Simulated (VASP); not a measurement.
**Cd2HgTe3: single point with PBE**

Cd2HgTe3:

```
CELL_PARAMETERS angstrom
4.49524 0.00000 0.00000
-2.24762 3.89300 0.00000
0.00000 0.00000 10.99042
ATOMIC_POSITIONS crystal
Cd 0.00000 0.00000 0.00082
Cd 0.66667 0.33333 0.33340
Hg 0.33333 0.66667 0.66650
Te 0.00000 0.00000 0.75088
Te 0.33333 0.66667 0.41535
Te 0.66667 0.33333 0.08306
```

This cell differs from its parent crystal: volume scaled by 0.88, then relaxed in part.

```json
{
 "Program": "VASP 6.6.1",
 "Task": "single point",
 "Functional": "PBE",
 "Potentials or basis": "VASP PAW PBE potentials, release 64 (Cd, Hg, Te)",
 "Cutoff": "520 eV",
 "k mesh": "12 × 12 × 4",
 "Occupations": "gaussian, width 0.1 eV",
 "Spin": "no spin polarisation"
}
```

```
Pressure               : 6.2 GPa
Largest force          : 0.007 eV/Å
Band gap on the k mesh : 0.27 eV, direct
```

Forces on the atoms (eV/Å):
```
Cd   0.000  0.000  0.002
Cd   0.000  0.000  0.002
Hg   0.000  0.000 -0.003
Te   0.000  0.000  0.007
Te   0.000  0.000 -0.005
Te   0.000  0.000 -0.002
```

Levels at points of the mesh, in eV from the valence-band top:
```csv
k point,band 23,band 24,band 25,band 26,band 27,band 28,band 29,band 30,band 31,band 32
"(0.00, 0.00, 0.00)",-0.73,-0.73,-0.04,0.00,0.00,0.27,1.48,1.77,4.37,4.37
"(0.50, 0.00, 0.00)",-2.26,-2.07,-1.88,-1.44,-1.28,2.08,2.37,2.60,2.68,4.47
"(0.00, 0.00, 0.50)",-1.02,-0.46,-0.46,-0.16,-0.16,1.05,1.72,1.80,4.49,4.62
"(0.50, 0.00, 0.50)",-2.54,-2.04,-1.96,-0.98,-0.97,1.38,2.52,2.58,3.53,3.56
```

Run time: 6.6 min on 1 thread of Intel(R) Xeon(R) Platinum 8375C CPU @ 2.90GHz (Ice Lake) (shared host), peak memory 0.63 GiB.

Caveat: spin-orbit coupling is left out, which moves the levels of the heavy elements.
